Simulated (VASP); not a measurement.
## InP: single point with PBE

The system is InP.

```
In P
1.0
     0.00000    2.78858    2.73332
     2.78858    0.00000    2.73332
     2.78858    2.78858    0.00000
In P
1 1
Direct
  0.00000 0.00000 0.00000
  0.50000 0.50000 0.50000
```

This cell differs from its parent crystal: strain +e along x and -e along y +0.0000, strain +e along z and -e/2 along x and y -0.0133.

| Item | Value |
| --- | --- |
| Program | VASP 6.6.1 |
| Task | single point |
| Functional | PBE |
| Potentials or basis | VASP PAW PBE potentials, release 64 (In_d, P) |
| Cutoff | 520 eV |
| k mesh | 18 × 18 × 18 |
| Occupations | gaussian, width 0.15 eV |
| Spin | no spin polarisation |

```json
{
 "Pressure": "0.0 GPa",
 "Band gap on the k mesh": "zero (bands 9 and 10 overlap by 2.69 eV)"
}
```

Stress tensor (GPa, compression positive):
```
-0.72  0.00  0.00
 0.00 -0.72  0.00
 0.00  0.00  1.56
```

Levels at points of the mesh, in eV from the Fermi level:
```
           k point  band 6  band 7  band 8  band 9  band 10  band 11  band 12  band 13
(0.00, 0.00, 0.00)  -12.00   -0.41   -0.22   -0.22     0.52     7.05     7.05     7.20
(0.50, 0.00, 0.00)   -9.94   -6.63    0.09    0.18     2.47     3.33     3.51     5.19
(0.50, 0.50, 0.00)   -8.72   -4.94   -2.63   -2.39    -2.39     3.79     9.79     9.79
(0.50, 0.00, 0.50)   -8.90   -4.94   -2.43   -2.42    -2.18     3.88     9.59    10.09
```

Run time: 2.4 min on 1 thread of Intel(R) Xeon(R) 6975P-C (Granite Rapids), on a shared host, peak memory 0.42 GiB.

Caveat: the cell differs from its parent crystal (strain +e along x and -e along y +0.0000, strain +e along z and -e/2 along x and y -0.0133); spin-orbit coupling is left out, which moves the levels of the heavy elements.
